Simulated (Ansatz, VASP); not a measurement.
One calculation of LiF, two programs

POSCAR

```
LiF
1.0
    0.0000000000      2.0415924698      1.9599287711
    2.0415924698      0.0000000000      1.9599287711
    2.0415924698      2.0415924698      0.0000000000
Li F
1 1
Direct
    0.0000000000      0.0000000000      0.0000000000
    0.5000000000      0.5000000000      0.5000000000
```

File INCAR.step1:

```
SYSTEM = LiF
PREC = Accurate ; ENCUT = 520
ISMEAR = 0 ; SIGMA = 0.05
LREAL = .False. ; LASPH = .True.
NELM = 60 ; NBANDS = 12
GGA = PE ; ALGO = Normal
EDIFF = 1E-4 ; LWAVE = .True.
LCHARG = .False.
```

The input INCAR.step2:

```
SYSTEM = LiF
PREC = Accurate ; ENCUT = 520
EDIFF = 1E-6 ; ISMEAR = 0
SIGMA = 0.05 ; LREAL = .False.
LASPH = .True. ; NELM = 60
ALGO = Normal ; ISIF = 2
LWAVE = .False. ; LCHARG = .False.
METAGGA = R2SCAN ; LMIXTAU = .True.
NBANDS = 12 ; ISTART = 1
```

The input KPOINTS:

```
regular mesh
0
Gamma
  12 12 12
  0 0 0
```

Input for Ansatz:

```yaml
crystal:
  lattice:
    - [0.0, 2.0415924698, 1.9599287711]
    - [2.0415924698, 0.0, 1.9599287711]
    - [2.0415924698, 2.0415924698, 0.0]
  atoms:
    - { symbol: Li, position: [0.0, 0.0, 0.0] }
    - { symbol: F, position: [0.5, 0.5, 0.5] }
basis:
  ecutwfc: 500
kpoints:
  mp_grid: { grid: [12, 12, 12] }
hamiltonian:
  xc: r2scan
scf:
  occupations: { method: gaussian, width: 0.05 }
output:
  forces: true
  stress: true
  eigenvalues: true
```

Alike in both runs: task single point; functional r2SCAN; k mesh 12 × 12 × 12; occupations gaussian, width 0.05 eV; no spin polarisation.

```csv
,VASP,Ansatz
version,VASP 6.6.1,Ansatz 0.2.0
potentials or method,"VASP PAW PBE potentials, release 64 (Li_sv, F), cutoff 520 eV","scalar-relativistic, plane waves, PAW"
valence electrons in the cell,10,10
```

VASP gave:

* gap on the k mesh at the Fermi level (eV): 10.22
* least direct gap on the mesh (eV): 10.22

**Question.** Which values does Ansatz return?

**Answer.** gap on the k mesh at the Fermi level (eV): 10.02; least direct gap on the mesh (eV): 10.02.

VASP's potentials were made for PBE, not for r2SCAN. The functional is the same, so the differences come from potentials, cutoffs and numerics.

Noted on VASP's run: the cutoff is short for stress, so the pressure is rough.
